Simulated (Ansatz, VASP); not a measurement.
BeGeSb2 in VASP and in Ansatz

File INCAR:

```
SYSTEM = BeGeSb2
PREC = Accurate
ENCUT = 520
EDIFF = 1E-6
ISMEAR = -1
SIGMA = 0.02
LREAL = .FALSE.
LASPH = .TRUE.
NELM = 60
ALGO = Normal
ISIF = 2
LWAVE = .FALSE.
LCHARG = .TRUE.
GGA = PE
LELF = .TRUE.
LVHAR = .TRUE.
NBANDS = 21
```

KPOINTS

```
regular mesh
0
G
  6 6 4
  0 0 0
```

File POSCAR:

```
BeGeSb2
1.0
    4.2491752656      0.0000000000      0.0000000000
    0.0000000000      4.2491752656      0.0000000000
    0.0000000000      0.0000000000      5.9241523589
Be Sb Ge
1 2 1
Direct
    0.0000000000      0.0000000000      0.0000000000
    0.0000000000      0.5000000000      0.2165412292
    0.5000000000      0.0000000000      0.7834587708
    0.5000000000      0.5000000000      0.5000000000
```

Input for Ansatz:

```yaml
crystal:
  lattice:
    - [4.2491752656, 0.0, 0.0]
    - [0.0, 4.2491752656, 0.0]
    - [0.0, 0.0, 5.9241523589]
  atoms:
    - { symbol: Be, position: [0.0, 0.0, 0.0] }
    - { symbol: Sb, position: [0.0, 0.5, 0.2165412292] }
    - { symbol: Ge, position: [0.5, 0.5, 0.5] }
    - { symbol: Sb, position: [0.5, 0.0, 0.7834587708] }
kpoints:
  mp_grid: { grid: [6, 6, 4] }
hamiltonian:
  xc: pbe
scf:
  occupations: { method: fermi_dirac, width: 0.02 }
  n_extra_bands: 5
output:
  forces: true
  stress: true
  eigenvalues: true
```

Alike in both runs: task single point; functional PBE; k mesh 6 × 6 × 4; occupations fermi-dirac, width 0.02 eV; no spin polarisation.

|  | VASP | Ansatz |
| --- | --- | --- |
| version | VASP 6.6.1 | Ansatz 0.2.0 |
| potentials or method | VASP PAW PBE potentials, release 64 (Be, Sb, Ge_d) | plane waves, PAW |
| plane-wave cutoff (eV) | 520 | 420 |
| valence electrons in the cell | 26 | 46 |

VASP gave:

```
pressure (GPa)                     : -1.3
rms of the force components (eV/Å) : 0.014
```

Q: Which values does Ansatz return?

A: Pressure (GPa): -1.4; rms of the force components (eV/Å): 0.015.

VASP's potentials hold 26 valence electrons a cell and Ansatz's 46, so a difference there can come from the potentials and not from the codes.

Spin-orbit coupling is off throughout.
